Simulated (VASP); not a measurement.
Write the native input for VASP 6.6.1 that does the following.

```yaml
Task: single point
Functional: PBE
Potentials_or_basis: VASP PAW PBE potentials, release 64 (Pt)
Cutoff: 520 eV
k_mesh: 18 × 18 × 10
Occupations: gaussian, width 0.15 eV
Spin: no spin polarisation
Dipole_correction: no
Further_INCAR_settings: ALGO = Fast; EDIFF = 1e-06; NBANDS = 17
```

The structure of Pt lies in POSCAR:

```
Pt
1.0
    2.6620000000      0.0000000000      0.0000000000
   -1.3310000000      2.3053596249      0.0000000000
    0.0000000000      0.0000000000      5.0205000000
Pt
2
Direct
    0.6666666667      0.3333333333      0.7500000000
    0.3333333333      0.6666666667      0.2500000000
```

The input as run:

INCAR

```
ALGO = Fast
EDIFF = 1E-6
ENCUT = 520
GGA = PE
ISIF = 2
ISMEAR = 0
LASPH = T
LCHARG = F
LREAL = F
LWAVE = F
NBANDS = 17
NELM = 80
PREC = Accurate
SIGMA = 0.15
```

KPOINTS

```
k-points
0
Gamma
  18 18 10
```

Potentials or basis: VASP PAW PBE potentials, release 64 (Pt).

Run with:

```sh
$ cat potpaw_PBE.64/Pt/POTCAR > POTCAR
$ mpirun -np 1 vasp_std > vasp.out
```

It gave:

```yaml
Pressure: 10.3 GPa
Band_gap_on_the_k_mesh: zero (band 10 reaches 11.66 eV, above the bottom of band 11 at 10.09 eV)
```

Caveat: spin-orbit coupling is left out, which moves the levels of the heavy elements.

Run time: 44 s on 1 thread of Intel(R) Xeon(R) Platinum 8481C CPU @ 2.70GHz (Sapphire Rapids), on a shared host, peak memory 0.21 GiB.
